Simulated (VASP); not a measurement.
Al3In8N12:

```xyz
23
Lattice="0.0000 5.9228 0.0000 5.1453 2.9614 -5.5002 -5.1453 2.9614 -5.5002" Properties=species:S:1:pos:R:3 pbc="T T T"
Al   -0.0138    3.8399   -5.5703
Al    0.0013    3.9156   -0.0344
Al   -0.0065    7.9463   -8.3355
In    1.6950    6.9441   -5.5827
In   -3.4933    3.9550   -5.5287
In   -1.7043    6.9242   -5.5635
In    3.4488    3.9830   -5.5767
In   -1.6899    4.8836   -8.3164
In   -1.6627    4.9122   -2.8340
In    1.6922    4.8798   -8.3144
In    1.6458    4.8917   -2.8722
N     1.5319    7.0324   -8.9071
N     1.5519    7.0022   -3.3983
N    -1.5507    7.0447   -8.8910
N    -1.5350    7.0039   -3.3621
N    -1.5941    4.8580   -6.1445
N     3.6041    7.8494   -6.1461
N     1.5408    4.8418   -6.0981
N    -3.5853    7.7830   -6.1528
N    -0.0408    9.6674   -9.1456
N    -0.0324    3.7560   -3.6602
N    -0.0101    8.0943   -6.3930
N     0.0114    2.1702   -0.8738
```

- Program: VASP 6.6.1
- Task: relaxation of cell and atoms
- Functional: PBE
- Potentials or basis: VASP PAW PBE potentials, release 64 (Al, In_d, N)
- Cutoff: 600 eV
- k mesh: 3 × 2 × 2, shifted
- Occupations: gaussian, width 0.1 eV
- Spin: no spin polarisation

At the start: pressure -0.0 GPa; volume 14.58 Å³/atom.

Problem. Where does the relaxation end?

Solution. Over 16 steps the energy falls by 33.9 meV/atom and the volume is 14.93 Å³/atom (+2.4 %); space group Cm (No. 8, to 0.1 Å) before and after.

The path:
| step | energy change (eV) | largest force (eV/Å) | pressure (GPa) | volume (Å³) |
| --- | --- | --- | --- | --- |
| 1 | 0.0000 | 1.5080 | -0.03 | 335.23 |
| 2 | -0.4174 | 0.7983 | 0.42 | 335.10 |
| 3 | -0.4255 | 0.6867 | 0.56 | 335.08 |
| 4 | -0.5501 | 0.5172 | 0.07 | 337.59 |
| 5 | -0.5858 | 0.7428 | -0.31 | 339.82 |
| 6 | -0.6773 | 0.4723 | -0.12 | 340.48 |
| 7 | -0.7245 | 0.5465 | 0.18 | 341.39 |
| 8 | -0.7634 | 0.1682 | 0.03 | 342.61 |
| 9 | -0.7638 | 0.2262 | 0.03 | 342.74 |
| 10 | -0.7721 | 0.0871 | -0.03 | 343.12 |
| 11 | -0.7735 | 0.1050 | -0.04 | 343.33 |
| 12 | -0.7761 | 0.0542 | 0.02 | 343.26 |
| 13 | -0.7764 | 0.0633 | 0.07 | 343.22 |
| 14 | -0.7779 | 0.0503 | -0.03 | 343.55 |
| 15 | -0.7781 | 0.0568 | -0.08 | 343.73 |
| 16 | -0.7793 | 0.0338 | 0.05 | 343.44 |

Final structure:
```cif
data_structure
_symmetry_space_group_name_H-M 'P 1'
_symmetry_Int_Tables_number 1
_cell_length_a 5.9646
_cell_length_b 8.1679
_cell_length_c 8.1702
_cell_angle_alpha 78.360
_cell_angle_beta 68.466
_cell_angle_gamma 68.497
_cell_volume 343.44
loop_
_atom_site_label
_atom_site_type_symbol
_atom_site_fract_x
_atom_site_fract_y
_atom_site_fract_z
_atom_site_occupancy
Al1 Al 0.14927 0.51114 0.51301 1
Al2 Al 0.66653 0.00096 0.00275 1
Al3 Al 0.58295 0.75756 0.75904 1
In1 In 0.66783 0.66576 0.34632 1
In2 In 0.16533 0.17196 0.84271 1
In3 In 0.66804 0.34455 0.66751 1
In4 In 0.16498 0.84122 0.17365 1
In5 In 0.07412 0.59263 0.91933 1
In6 In 0.56324 0.09373 0.41548 1
In7 In 0.07393 0.91759 0.59441 1
In8 In 0.56276 0.41395 0.09527 1
N1 N 0.37142 0.95806 0.65751 1
N2 N 0.84397 0.48402 0.14617 1
N3 N 0.37138 0.65603 0.95970 1
N4 N 0.84455 0.14463 0.48550 1
N5 N 0.25932 0.40983 0.71302 1
N6 N 0.76147 0.90626 0.21019 1
N7 N 0.25911 0.71133 0.41146 1
N8 N 0.76151 0.20864 0.90796 1
N9 N 0.80671 0.82807 0.82997 1
N10 N 0.32339 0.34207 0.34387 1
N11 N 0.78326 0.58354 0.58503 1
N12 N 0.32089 0.04622 0.04793 1
```

Caveat: the k points lie up to 0.41 Å⁻¹ apart in the final cell, too coarse for converged energies and pressures of a metal.
